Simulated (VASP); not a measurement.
Write the native input for VASP 6.6.1 that does the following.

| Quantity | Value |
| --- | --- |
| Task | single point |
| Functional | revPBE |
| Potentials or basis | VASP PAW PBE potentials, release 64 (Ir) |
| Cutoff | 520 eV |
| k mesh | 23 × 23 × 23 |
| Occupations | fermi-dirac, width 0.1 eV |
| Spin | no spin polarisation |
| Dipole correction | no |
| Further INCAR settings | ALGO = Normal; EDIFF = 1e-06; NBANDS = 10 |

The structure of Ir lies in POSCAR:

```
Ir
1.0
    0.0000000000      1.9417054382      1.9417054382
    1.9417054382      0.0000000000      1.9417054382
    1.9417054382      1.9417054382      0.0000000000
Ir
1
Direct
    0.0000000000      0.0000000000      0.0000000000
```

The input as run:

INCAR

```
PREC = Accurate ; ENCUT = 520
EDIFF = 1E-6 ; ISMEAR = -1
SIGMA = 0.1 ; LREAL = F
LASPH = T ; NELM = 100
ALGO = Normal ; ISIF = 2
LWAVE = F ; LCHARG = T
GGA = RE ; LELF = T
LVHAR = T ; NBANDS = 10
```

KPOINTS

```
regular mesh
0
Gamma
  23 23 23
```

Potentials or basis: VASP PAW PBE potentials, release 64 (Ir).

Launch:

```sh
$ cat potpaw_PBE.64/Ir/POTCAR > POTCAR
$ mpirun -np 1 vasp_std > vasp.out
```

Results of the run:

The pressure is 0.2 GPa.

Caveat: the PAW data sets were made with another functional, which shifts forces and pressure a little.

Wall time 21 s on 1 thread of AMD EPYC 9R45 96-Core Processor (Zen 5) (shared host), peak memory 0.14 GiB.
